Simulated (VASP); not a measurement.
# Tb (P6_3/mmc) in VASP: single point with PBE

Aim: the single point of Tb with PBE.

Everything below comes from runs of VASP 6.6.1. Logs are shortened: lines on timing, memory, paths and dates and some standing lists are left out, and cuts for length are marked.

### Step 1. The cell of the first run

The structure is hexagonal, space group P6_3/mmc (No. 194). Conventional cell: a = 3.587 Å, b = 3.587 Å, c = 5.722 Å, α = 90.00°, β = 90.00°, γ = 120.00°. Within 4.6 Å of Tb (site symmetry -6m2) lie 12 Tb at 3.53 to 3.59 Å.

### Step 2. Single point, PBE, non-collinear spin, typed start, spin-orbit coupling

INCAR

```
SYSTEM = Tb
PREC = Accurate
ENCUT = 600
EDIFF = 1E-6
ISMEAR = 0
SIGMA = 0.05
LREAL = .False.
LASPH = .True.
NELM = 200
ALGO = Normal
ISIF = 2
LWAVE = .False.
LCHARG = .False.
LNONCOLLINEAR = .True.
MAGMOM = 0 0 6.12 0 0 6.12
LORBIT = 11
LSORBIT = .True.
GGA_COMPAT = .False.
LORBMOM = .True.
LMAXMIX = 6
GGA = PE
NBANDS = 50
KPAR = 4
```

KPOINTS

```
regular mesh
0
Gamma
  14 14 8
  0 0 0
```

POSCAR

```
Tb
1.0
    3.5869285334      0.0000000000      0.0000000000
   -1.7934642667      3.1063712314      0.0000000000
    0.0000000000      0.0000000000      5.7220509948
Tb
2
Direct
    0.3333333333      0.6666666667      0.7500000000
    0.6666666667      0.3333333333      0.2500000000
```

Potentials or basis: VASP PAW PBE potentials, release 64 (Tb).

Command:

```sh
> cat potpaw_PBE.64/Tb/POTCAR > POTCAR
> mpirun -np 4 vasp_ncl > vasp.out
```

OUTCAR:

```text
SYSTEM = Tb
   PREC = Accurate
   ENCUT = 600
   EDIFF = 1E-6
   ISMEAR = 0
   LREAL = .False.
   LASPH = .True.
   NELM = 200
   ISIF = 2
   LNONCOLLINEAR = .True.
   LORBIT = 11
   LSORBIT = .True.
   GGA = PE

 ion  position               nearest neighbor table
   1  0.333  0.667  0.750-   2 3.53   2 3.53   2 3.53   2 3.53   2 3.53   2 3.53
   2  0.667  0.333  0.250-   1 3.53   1 3.53   1 3.53   1 3.53   1 3.53   1 3.53

  LATTYP: Found a hexagonal cell.
 ALAT       =     3.5869285334
 C/A-ratio  =     1.5952509066

  Lattice vectors:

 A1 = (   3.5869285334,   0.0000000000,   0.0000000000)
 A2 = (  -1.7934642667,   3.1063712314,   0.0000000000)
 A3 = (   0.0000000000,   0.0000000000,   5.7220509948)

Analysis of symmetry for initial positions (statically):
=====================================================================
 Subroutine PRICEL returns:
 Original cell was already a primitive cell.

 Routine SETGRP: Setting up the symmetry group for a
 hexagonal supercell.

 Subroutine GETGRP returns: Found 24 space group operations
 (whereof 12 operations were pure point group operations)
 out of a pool of 24 trial point group operations.

The static configuration has the point symmetry D_3d.
 The point group associated with its full space group is D_6h.

Analysis of symmetry for dynamics (positions and initial velocities):
=====================================================================
 Subroutine PRICEL returns:
 Original cell was already a primitive cell.

 Routine SETGRP: Setting up the symmetry group for a
 hexagonal supercell.

 Subroutine GETGRP returns: Found 24 space group operations
 (whereof 12 operations were pure point group operations)
 out of a pool of 24 trial point group operations.

The dynamic configuration has the point symmetry D_3d.
 The point group associated with its full space group is D_6h.

Analysis of structural, dynamic, and magnetic symmetry:
=====================================================================
 Subroutine PRICEL returns:
 Original cell was already a primitive cell.

 Routine SETGRP: Setting up the symmetry group for a
 hexagonal supercell.

 Subroutine GETGRP returns: Found 12 space group operations
 (whereof  6 operations were pure point group operations)
 out of a pool of 24 trial point group operations.

The overall configuration has the point symmetry S_6 .
 The point group associated with its full space group is C_6h.

 Subroutine INISYM returns: Found 12 space group operations
 (whereof  6 operations are pure point group operations),
 and found     1 'primitive' translations

----------------------------------------------------------------------------------------

                                     Primitive cell

  volume of cell :      63.7570

  direct lattice vectors                    reciprocal lattice vectors
     3.586928533  0.000000000  0.000000000     0.278790054  0.160959513  0.000000000
    -1.793464267  3.106371231  0.000000000     0.000000000  0.321919026  0.000000000
     0.000000000  0.000000000  5.722050995     0.000000000  0.000000000  0.174762511

  length of vectors
     3.586928533  3.586928533  5.722050995     0.321919026  0.321919026  0.174762511

  position of ions in fractional coordinates (direct lattice)
     0.333333333  0.666666667  0.750000000
     0.666666667  0.333333333  0.250000000

  ion indices of the primitive-cell ions
   primitive index   ion index
                 1           1
                 2           2

----------------------------------------------------------------------------------------

 KPOINTS: regular mesh

Automatic generation of k-mesh.
 Grid dimensions read from file:
 generate k-points for:   14   14    8

 Generating k-lattice:

  Cartesian coordinates                     Fractional coordinates (reciprocal lattice)
     0.019913575  0.011497108  0.000000000     0.071428571  0.000000000  0.000000000
     0.000000000  0.022994216  0.000000000     0.000000000  0.071428571  0.000000000
     0.000000000  0.000000000  0.021845314     0.000000000  0.000000000  0.125000000

  Length of vectors
     0.022994216  0.022994216  0.021845314

  Shift w.r.t. Gamma in fractional coordinates (k-lattice)
     0.000000000  0.000000000  0.000000000

 Subroutine IBZKPT returns following result:
 ===========================================
[... 57 lines left out ...]
   TEBEG  =    0.0;   TEEND  =   0.0 temperature during run
   PSTRESS=    0.0 pullay stress
   NELECT =      38.0000    total number of electrons
   NUPDOWN=      -1.0000    fix difference up-down
   EMIN   =  10.00;   EMAX   =-10.00  energy-range for DOS
   EFERMI =   0.00;   METHOD = LEGACY
   ISMEAR =     0;   SIGMA  =   0.05  broadening in eV -4-tet -1-fermi 0-gaus
   EFERMI_NEDOS =   21; number of points for ismear=-14 and -15
   IALGO  =     38    algorithm
   IMIX   =      4    mixing-type and parameters
     AMIX     =   0.40;   BMIX     =  1.00
     AMIX_MAG =   1.60;   BMIX_MAG =  1.00
  volume/ion in A,a.u.               =      31.88       215.13
  Fermi-wavevector in a.u.,A,eV,Ry     =   1.377717  2.603508 25.825284  1.898105
  Thomas-Fermi vector in A             =   2.502845
   LORBIT       =     11    0 simple, 1 ext, 2 COOP (PROOUT), +10 PAW based schemes
   GGA     = PE    functional components
   LHFCALC =     F    Hartree Fock is set to
   AEXX    =    0.0000 exact exchange contribution
   IVDW    =     0    specifies the selected vdW correction
   LEPSILON=     F    determine dielectric tensor
   LRPA    =     F    only Hartree local field effects (RPA)
 Gauss-broadening in eV      SIGMA  =   0.05
  energy-cutoff  :      600.00
  volume of cell :       63.76
 maximum number of plane-waves:      4294
 NGX is ok and might be reduce to    30
   NGX = 15   NGY = 15   NGZ = 23

 number of electron      38.0000014 magnetization       0.0000000     -0.0000000     12.1285307

 number of electron      38.0000014 magnetization       0.0000000      0.0000000     12.1235332

 number of electron      38.0000014 magnetization      -0.0000000     -0.0000000     12.1230834

 Free energy of the ion-electron system (eV)
  ---------------------------------------------------
  ext. energy  EPLUGINS =         0.00000000
  ---------------------------------------------------
  free energy    TOTEN  =       -20.52164445 eV

  energy without entropy =      -20.49544274  energy(sigma->0) =      -20.50854360

 E-fermi :   2.9105     XC(G=0): -10.1199

 val. band max:        2.9092083957   @ k =   0.3571   0.2143   0.2500
 cond. band min:       2.9104763965   @ k =   0.3571   0.1429   0.2500
 fundamental gap:      0.0012680008
 Fermi energy:         2.9104503591

 k-point     1 :       0.0000    0.0000    0.0000
  band No.  band energies     occupation
      1     -43.1866      1.00000
      2     -43.1170      1.00000
      3     -40.6111      1.00000
      4     -40.5268      1.00000
      5     -22.1563      1.00000
      6     -21.9767      1.00000
[... 1261 lines left out ...]
     49       3.6662      0.00000
     50       3.7244      0.00000

 [... further k-points ...]

------------------------ aborting loop because EDIFF is reached ----------------------------------------

  FORCE on cell =-STRESS in cart. coord.  units (eV):
  Direction    XX          YY          ZZ          XY          YZ          ZX
  --------------------------------------------------------------------------------------
  -------------------------------------------------------------------------------------
  Total        0.2489481      0.2489481      0.5584328     -0.0000073      0.0000000      0.0000000
  in kB        6.2559268      6.2559268     14.0331029     -0.0001838      0.0000000      0.0000000
  external PRESSURE =       8.8483188 kB  Pullay stress =       0.0000000 kB

 VOLUME and BASIS-vectors are now :
 -----------------------------------------------------------------------------
  energy-cutoff  :      600.00
  volume of cell :       63.76
      direct lattice vectors                 reciprocal lattice vectors
     3.586928533  0.000000000  0.000000000     0.278790054  0.160959513  0.000000000
    -1.793464267  3.106371231  0.000000000     0.000000000  0.321919026  0.000000000
     0.000000000  0.000000000  5.722050995     0.000000000  0.000000000  0.174762511

 POSITION                                       TOTAL-FORCE (eV/Angst)
 -----------------------------------------------------------------------------------
     -0.00000      2.07091      4.29154        -0.000000      0.000000      0.000000
      1.79346      1.03546      1.43051         0.000000     -0.000000      0.000000
 -----------------------------------------------------------------------------------
    total drift:                                0.000000     -0.000000      0.000000

  FREE ENERGIE OF THE ION-ELECTRON SYSTEM (eV)
  ---------------------------------------------------
  free  energy   TOTEN  =       -20.5216444458 eV

  energy  without entropy=      -20.4954427446  energy(sigma->0) =      -20.50854360

 orbital moment (x)

 # of ion     p       d       f       tot
 ------------------------------------------------
  1         0.000   0.000   0.000   0.000
  2         0.000   0.000  -0.000  -0.000
 ------------------------------------------------
            0.000   0.000  -0.000  -0.000

 orbital moment (y)

 # of ion     p       d       f       tot
 ------------------------------------------------
  1        -0.000  -0.000   0.000  -0.000
  2         0.000   0.000   0.000   0.000
 ------------------------------------------------
            0.000   0.000   0.000   0.000

 orbital moment (z)

 # of ion     p       d       f       tot
 ------------------------------------------------
  1        -0.010  -0.014   1.668   1.645
  2        -0.010  -0.014   1.668   1.645
 ------------------------------------------------
           -0.019  -0.028   3.336   3.289

 Spin-Orbit-Coupling matrix elements

 Ion:    1  E_soc:     -1.5990960
 l=   1
     0.0000000    -0.1824720    -0.1811913
    -0.1824720     0.0000000    -0.1824720
    -0.1811913    -0.1824720     0.0000000
 l=   2
     0.0000000    -0.0003235     0.0000000    -0.0003235    -0.0007922
    -0.0003235     0.0000000    -0.0009156    -0.0002985    -0.0003235
     0.0000000    -0.0009156     0.0000000    -0.0009156     0.0000000
    -0.0003235    -0.0002985    -0.0009156     0.0000000    -0.0003235
    -0.0007922    -0.0003235     0.0000000    -0.0003235     0.0000000
 l=   3
     0.0000000    -0.0070978     0.0000000     0.0000000     0.0000000    -0.0070978    -0.0624610
    -0.0070978     0.0000000    -0.0159524     0.0000000    -0.0159524    -0.0033945    -0.0079772
     0.0000000    -0.0159524     0.0000000    -0.0276504    -0.0340809    -0.0159524     0.0000000
     0.0000000     0.0000000    -0.0276504     0.0000000    -0.0276504     0.0000000     0.0000000
     0.0000000    -0.0159524    -0.0340809    -0.0276504     0.0000000    -0.0159524     0.0000000
    -0.0070978    -0.0033945    -0.0159524     0.0000000    -0.0159524     0.0000000    -0.0079772
    -0.0624610    -0.0079772     0.0000000     0.0000000     0.0000000    -0.0079772     0.0000000

 Ion:    2  E_soc:     -1.5990960
 l=   1
     0.0000000    -0.1824720    -0.1811913
    -0.1824720     0.0000000    -0.1824720
    -0.1811913    -0.1824720     0.0000000
 l=   2
     0.0000000    -0.0003235     0.0000000    -0.0003235    -0.0007922
    -0.0003235     0.0000000    -0.0009156    -0.0002985    -0.0003235
     0.0000000    -0.0009156     0.0000000    -0.0009156     0.0000000
    -0.0003235    -0.0002985    -0.0009156     0.0000000    -0.0003235
    -0.0007922    -0.0003235     0.0000000    -0.0003235     0.0000000
 l=   3
     0.0000000    -0.0070978     0.0000000     0.0000000     0.0000000    -0.0070978    -0.0624610
    -0.0070978     0.0000000    -0.0159524     0.0000000    -0.0159524    -0.0033945    -0.0079772
     0.0000000    -0.0159524     0.0000000    -0.0276504    -0.0340809    -0.0159524     0.0000000
     0.0000000     0.0000000    -0.0276504     0.0000000    -0.0276504     0.0000000     0.0000000
     0.0000000    -0.0159524    -0.0340809    -0.0276504     0.0000000    -0.0159524     0.0000000
    -0.0070978    -0.0033945    -0.0159524     0.0000000    -0.0159524     0.0000000    -0.0079772
    -0.0624610    -0.0079772     0.0000000     0.0000000     0.0000000    -0.0079772     0.0000000

 total charge

# of ion       s       p       d       f       tot
--------------------------------------------------
    1        2.087   5.628   0.517   8.113  16.345
    2        2.087   5.628   0.517   8.113  16.345
--------------------------------------------------
tot          4.174  11.256   1.034  16.226  32.690

 magnetization (x)

# of ion       s       p       d       f       tot
--------------------------------------------------
    1       -0.000   0.000   0.000   0.000  -0.000
    2        0.000   0.000   0.000   0.000   0.000
--------------------------------------------------
tot         -0.000   0.000   0.000   0.000  -0.000

 magnetization (y)

# of ion       s       p       d       f       tot
--------------------------------------------------
    1        0.000   0.000   0.000   0.000   0.000
    2        0.000   0.000   0.000   0.000   0.000
--------------------------------------------------
tot          0.000   0.000   0.000   0.000   0.000

 magnetization (z)

# of ion       s       p       d       f       tot
--------------------------------------------------
    1        0.002  -0.033   0.124   5.620   5.712
    2        0.002  -0.033   0.124   5.620   5.712
--------------------------------------------------
tot          0.004  -0.067   0.248  11.239  11.425
```

Wall time 42 min (4 MPI ranks of Intel Xeon Platinum 8259CL at 2.50GHz (Skylake/Cascade Lake), shared host); peak memory 1.1 GiB.

Results:

```
Free energy                                           : -20.5216 eV
Pressure                                              : 0.9 GPa
Net moment                                            : 12.12 μB per cell
Valence electrons inside the program's atomic spheres : Tb 16.34
```

Moments on the atoms (μB; x, y, z):
```
Tb  0.00 0.00 5.71
Tb  0.00 0.00 5.71
```

Caveat: the magnetic or orbital state may not be the lowest; semilocal functionals describe open f shells poorly, which spoils levels, moments and volumes. The state reached can hang on the start; a lower one may exist.
